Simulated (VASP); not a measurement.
# Sc2InAs3 in VASP: further runs, part 2 of 2

VASP 6.6.1.

### 5 Single point, PBE

This run uses another cell than the first one, of 22.22 Å³/atom.

File INCAR:

```
SYSTEM = Sc2InAs3
PREC     = Accurate       ! precision mode
ENCUT    = 520            ! plane-wave cutoff, eV
EDIFF    = 1E-6           ! SCF threshold, eV
ISMEAR   = 0              ! smearing method
SIGMA    = 0.1            ! smearing width, eV
LREAL    = .False.        ! projectors in reciprocal space
LASPH    = .True.         ! aspherical terms in the spheres
NELM     = 80             ! most SCF steps
ALGO     = Normal         ! electronic algorithm
ISIF     = 2              ! what is computed and relaxed
LWAVE    = .False.        ! write WAVECAR
LCHARG   = .True.         ! write CHGCAR
GGA      = PE             ! functional
LELF     = .True.         ! ELF
LVHAR    = .True.       
NBANDS   = 62             ! bands
```

File KPOINTS:

```
Automatic mesh
0
Gamma
  6 6 6
  0 0 0
```

File POSCAR:

```
Sc2InAs3
1.0
    6.7987162362      0.0000000000      0.0000000000
   -3.3993581181      5.8878609737      0.0000000000
    0.0000000000      0.0000000000      6.6615181866
Sc In As
4 2 6
Direct
    0.3333333333      0.6666666667      0.0000000000
    0.6666666667      0.3333333333      0.5000000000
    0.6666666667      0.3333333333      0.0000000000
    0.3333333333      0.6666666667      0.5000000000
    0.0000000000      0.0000000000      0.0000000000
    0.0000000000      0.0000000000      0.5000000000
    0.3530443524      0.0000000000      0.2500000000
    0.3530443524      0.3530443524      0.7500000000
    0.0000000000      0.3530443524      0.2500000000
    0.6469556476      0.0000000000      0.7500000000
    0.6469556476      0.6469556476      0.2500000000
    0.0000000000      0.6469556476      0.7500000000
```

Potentials or basis: VASP PAW PBE potentials, release 64 (Sc_sv, In_d, As).

On the command line:

```sh
$ cat potpaw_PBE.64/Sc_sv/POTCAR potpaw_PBE.64/In_d/POTCAR potpaw_PBE.64/As/POTCAR > POTCAR
$ mpirun -np 1 vasp_std > vasp.out
```

OUTCAR:

```text
SYSTEM = Sc2InAs3
   PREC = Accurate
   ENCUT = 520
   EDIFF = 1E-6
   ISMEAR = 0
   LREAL = .False.
   LASPH = .True.
   NELM = 80
   ISIF = 2
   GGA = PE

 ion  position               nearest neighbor table
   1  0.333  0.667  0.000-  12 2.76   7 2.76   9 2.76  10 2.76  11 2.76   8 2.76   4 3.33   4 3.33

   2  0.667  0.333  0.500-   9 2.76  10 2.76  12 2.76   7 2.76   8 2.76  11 2.76   3 3.33   3 3.33

   3  0.667  0.333  0.000-   9 2.76  10 2.76  12 2.76   7 2.76   8 2.76  11 2.76   2 3.33   2 3.33
[... 7 lines left out ...]
   7  0.353  0.000  0.250-   1 2.76   4 2.76   3 2.76   2 2.76   5 2.92   6 2.92
   8  0.353  0.353  0.750-   2 2.76   3 2.76   1 2.76   4 2.76   5 2.92   6 2.92
   9  0.000  0.353  0.250-   2 2.76   3 2.76   1 2.76   4 2.76   5 2.92   6 2.92
  10  0.647  0.000  0.750-   2 2.76   3 2.76   1 2.76   4 2.76   5 2.92   6 2.92
  11  0.647  0.647  0.250-   1 2.76   4 2.76   3 2.76   2 2.76   5 2.92   6 2.92
  12  0.000  0.647  0.750-   1 2.76   4 2.76   3 2.76   2 2.76   5 2.92   6 2.92

  LATTYP: Found a hexagonal cell.
 ALAT       =     6.7987162362
 C/A-ratio  =     0.9798200065

  Lattice vectors:

 A1 = (   6.7987162362,   0.0000000000,   0.0000000000)
 A2 = (  -3.3993581181,   5.8878609737,   0.0000000000)
 A3 = (   0.0000000000,   0.0000000000,   6.6615181866)

Analysis of symmetry for initial positions (statically):
=====================================================================
 Subroutine PRICEL returns:
 Original cell was already a primitive cell.

 Routine SETGRP: Setting up the symmetry group for a
 hexagonal supercell.

 Subroutine GETGRP returns: Found 24 space group operations
 (whereof 12 operations were pure point group operations)
 out of a pool of 24 trial point group operations.

The static configuration has the point symmetry D_3d.
 The point group associated with its full space group is D_6h.

Analysis of symmetry for dynamics (positions and initial velocities):
=====================================================================
 Subroutine PRICEL returns:
 Original cell was already a primitive cell.

 Routine SETGRP: Setting up the symmetry group for a
 hexagonal supercell.

 Subroutine GETGRP returns: Found 24 space group operations
 (whereof 12 operations were pure point group operations)
 out of a pool of 24 trial point group operations.

The dynamic configuration has the point symmetry D_3d.
 The point group associated with its full space group is D_6h.

 Subroutine INISYM returns: Found 24 space group operations
 (whereof 12 operations are pure point group operations),
 and found     1 'primitive' translations

----------------------------------------------------------------------------------------

                                     Primitive cell

  volume of cell :     266.6599

  direct lattice vectors                    reciprocal lattice vectors
     6.798716236  0.000000000  0.000000000     0.147086592  0.084920483  0.000000000
    -3.399358118  5.887860974  0.000000000     0.000000000  0.169840967  0.000000000
     0.000000000  0.000000000  6.661518187     0.000000000  0.000000000  0.150115930

  length of vectors
     6.798716236  6.798716236  6.661518187     0.169840967  0.169840967  0.150115930

  position of ions in fractional coordinates (direct lattice)
     0.333333333  0.666666667  0.000000000
     0.666666667  0.333333333  0.500000000
     0.666666667  0.333333333  0.000000000
     0.333333333  0.666666667  0.500000000
[... 84 lines left out ...]
   NGXF,Y,Z  is equivalent  to a cutoff of  26.41, 26.41, 24.96 a.u.
 SYSTEM =  Sc2InAs3
   PREC   = accura    normal or accurate (medium, high low for compatibility)
   ISTART =      0    job   : 0-new  1-cont  2-samecut
   ICHARG =      2    charge: 1-file 2-atom 10-const
   ISPIN  =      1    spin polarized calculation?
   LNONCOLLINEAR =      F non collinear calculations
   LSORBIT =      F    spin-orbit coupling
   LASPH  =      T    aspherical Exc in radial PAW
   ENCUT  =  520.0 eV  38.22 Ry    6.18 a.u.  12.64 12.64 12.39*2*pi/ulx,y,z
   NELM   =     80;   NELMIN=  2; NELMDL= -5     # of ELM steps
   EDIFF  = 0.1E-05   stopping-criterion for ELM
   LREAL  =      F    real-space projection
   EDIFFG = 0.1E-04   stopping-criterion for IOM
   NSW    =      0    number of steps for IOM
   IBRION =     -1    ionic relax: 0-MD 1-quasi-New 2-CG
   NFREE  =      0    steps in history (QN), initial steepest desc. (CG)
   ISIF   =      2    stress and relaxation
   ISYM   =      2    0-nonsym 1-usesym 2-fastsym
   POTIM  = 0.5000    time-step for ionic-motion
   TEBEG  =    0.0;   TEEND  =   0.0 temperature during run
   PSTRESS=    0.0 pullay stress
   NELECT =     100.0000    total number of electrons
   NUPDOWN=      -1.0000    fix difference up-down
   EMIN   =  10.00;   EMAX   =-10.00  energy-range for DOS
   EFERMI =   0.00;   METHOD = LEGACY
   ISMEAR =     0;   SIGMA  =   0.10  broadening in eV -4-tet -1-fermi 0-gaus
   EFERMI_NEDOS =   21; number of points for ismear=-14 and -15
   IALGO  =     38    algorithm
   IMIX   =      4    mixing-type and parameters
     AMIX     =   0.40;   BMIX     =  1.00
     AMIX_MAG =   1.60;   BMIX_MAG =  1.00
  volume/ion in A,a.u.               =      22.22       149.96
  Fermi-wavevector in a.u.,A,eV,Ry     =   1.180562  2.230939 18.962814  1.393728
  Thomas-Fermi vector in A             =   2.316852
   LORBIT       =      0    0 simple, 1 ext, 2 COOP (PROOUT), +10 PAW based schemes
   GGA     = PE    functional components
   LHFCALC =     F    Hartree Fock is set to
   AEXX    =    0.0000 exact exchange contribution
   IVDW    =     0    specifies the selected vdW correction
   LEPSILON=     F    determine dielectric tensor
   LRPA    =     F    only Hartree local field effects (RPA)
 non-spin polarized calculation
 Gauss-broadening in eV      SIGMA  =   0.10
  energy-cutoff  :      520.00
  volume of cell :      266.66
 maximum number of plane-waves:      7225
 NGX is ok and might be reduce to    54
   NGX = 25   NGY = 25   NGZ = 25

 number of electron     100.0000000 magnetization

 number of electron      99.9999994 magnetization

 Free energy of the ion-electron system (eV)
  ---------------------------------------------------
  ext. energy  EPLUGINS =         0.00000000
  ---------------------------------------------------
  free energy    TOTEN  =       -67.76993313 eV

  energy without entropy =      -67.75015881  energy(sigma->0) =      -67.76004597

 E-fermi :   5.0894     XC(G=0): -10.1254

 val. band max:        5.0307759964   @ k =   0.5000   0.0000   0.1667
 cond. band min:       5.1109101347   @ k =   0.0000   0.0000   0.3333
 fundamental gap:      0.0801341384
 Fermi energy:         5.0894251064

 k-point     1 :       0.0000    0.0000    0.0000
  band No.  band energies     occupation
      1     -44.5333      2.00000
      2     -44.5302      2.00000
      3     -44.5170      2.00000
      4     -44.5141      2.00000
      5     -23.2242      2.00000
      6     -23.2154      2.00000
[... 1549 lines left out ...]
     61       7.3971      0.00000
     62       7.4004      0.00000

 [... further k-points ...]

------------------------ aborting loop because EDIFF is reached ----------------------------------------

  FORCE on cell =-STRESS in cart. coord.  units (eV):
  Direction    XX          YY          ZZ          XY          YZ          ZX
  --------------------------------------------------------------------------------------
  -------------------------------------------------------------------------------------
  Total        0.3016962      0.3016962      0.3721106     -0.0000000     -0.0000000      0.0000000
  in kB        1.8126866      1.8126866      2.2357589     -0.0000000     -0.0000000      0.0000000
  external PRESSURE =       1.9537107 kB  Pullay stress =       0.0000000 kB

 VOLUME and BASIS-vectors are now :
 -----------------------------------------------------------------------------
  energy-cutoff  :      520.00
  volume of cell :      266.66
      direct lattice vectors                 reciprocal lattice vectors
     6.798716236  0.000000000  0.000000000     0.147086592  0.084920483  0.000000000
    -3.399358118  5.887860974  0.000000000     0.000000000  0.169840967  0.000000000
     0.000000000  0.000000000  6.661518187     0.000000000  0.000000000  0.150115930

 POSITION                                       TOTAL-FORCE (eV/Angst)
 -----------------------------------------------------------------------------------
     -0.00000      3.92524      0.00000        -0.000000     -0.000000     -0.000000
      3.39936      1.96262      3.33076        -0.000000     -0.000000     -0.000000
      3.39936      1.96262      0.00000        -0.000000     -0.000000     -0.000000
     -0.00000      3.92524      3.33076        -0.000000     -0.000000     -0.000000
      0.00000      0.00000      0.00000        -0.000000     -0.000000     -0.000000
      0.00000      0.00000      3.33076        -0.000000     -0.000000     -0.000000
      2.40025      0.00000      1.66538        -0.005687     -0.000000      0.000000
      1.20012      2.07868      4.99614        -0.002844     -0.004925      0.000000
     -1.20012      2.07868      1.66538         0.002844     -0.004925      0.000000
      4.39847      0.00000      4.99614         0.005687     -0.000000      0.000000
      2.19923      3.80918      1.66538         0.002844      0.004925     -0.000000
     -2.19923      3.80918      4.99614        -0.002844      0.004925     -0.000000
 -----------------------------------------------------------------------------------
    total drift:                               -0.000000      0.000000      0.000000

  FREE ENERGIE OF THE ION-ELECTRON SYSTEM (eV)
  ---------------------------------------------------
  free  energy   TOTEN  =       -67.7699331294 eV

  energy  without entropy=      -67.7501588144  energy(sigma->0) =      -67.76004597
```

It took 8.9 min on 1 thread of Intel Xeon Platinum 8488C (Sapphire Rapids), shared host; peak memory 0.62 GiB.

What came out:

- Free energy: -67.7699 eV
- Pressure: 0.2 GPa
- Largest force: 0.006 eV/Å
- Band gap on the k mesh: zero (bands 50 and 51 overlap by 0.65 eV)

Forces on the atoms (eV/Å):
```
Sc   0.000  0.000  0.000
Sc   0.000  0.000  0.000
Sc   0.000  0.000  0.000
Sc   0.000  0.000  0.000
In   0.000  0.000  0.000
In   0.000  0.000  0.000
As  -0.006  0.000  0.000
As  -0.003 -0.005  0.000
As   0.003 -0.005  0.000
As   0.006  0.000  0.000
As   0.003  0.005  0.000
As  -0.003  0.005  0.000
```

Levels at points of the mesh, in eV from the Fermi level:
| k point | band 47 | band 48 | band 49 | band 50 | band 51 | band 52 | band 53 | band 54 |
| --- | --- | --- | --- | --- | --- | --- | --- | --- |
| (0.00, 0.00, 0.00) | -1.13 | -0.93 | 0.23 | 0.25 | 0.54 | 0.54 | 1.65 | 1.76 |
| (0.50, 0.00, 0.00) | -1.22 | -1.05 | -0.53 | -0.18 | 0.27 | 0.45 | 0.48 | 1.42 |
| (0.00, 0.00, 0.50) | -0.27 | -0.27 | -0.27 | -0.27 | 0.94 | 0.94 | 1.27 | 1.27 |
| (0.50, 0.00, 0.50) | -1.38 | -1.38 | -1.05 | -1.05 | 0.62 | 0.62 | 1.04 | 1.04 |

Caveat: spin-orbit coupling is left out, which moves the levels of the heavy elements.

### 6 The runs side by side

| task | cell | k mesh | cutoff (eV) | gap on the mesh (eV) | pressure (GPa) | largest force (eV/Å) |
| --- | --- | --- | --- | --- | --- | --- |
| single point | a = 6.778, b = 6.778, c = 6.718 Å, angles 90.0, 90.0, 120.0°, 12 atoms, atomic positions A | 3 × 3 × 2 | 520 | none | 0.2 | 0.01 |
| single point | a = 6.800, b = 6.800, c = 6.657 Å, angles 90.0, 90.0, 120.0°, 12 atoms, atomic positions B | 3 × 3 × 4 | 520 | none | 0.3 | 0.01 |
| relaxation of cell and atoms | relaxed from a = 6.778, b = 6.778, c = 6.718 Å, angles 90.0, 90.0, 120.0°, 12 atoms, atomic positions A | 3 × 3 × 4 | 600 | none | 0.0 | 0.03 |
| single point | a = 6.799, b = 6.799, c = 6.662 Å, angles 90.0, 90.0, 120.0°, 12 atoms, atomic positions C | 6 × 6 × 6 | 520 | none | 0.2 | 0.01 |

Alike in all rows: level PBE; potentials or basis VASP PAW PBE potentials, release 64 (Sc_sv, In_d, As); no spin polarisation; smearing gaussian 0.1 eV.

Caveats: some runs use coarse meshes; spin-orbit coupling is left out, which moves the levels of the heavy elements; semilocal functionals underestimate gaps, and a narrow one can read as zero (at least some runs).

Absolute energies hang on the potentials; compare differences alone.

The gap in the log of VASP goes by the Fermi energy; the results here count the filled bands.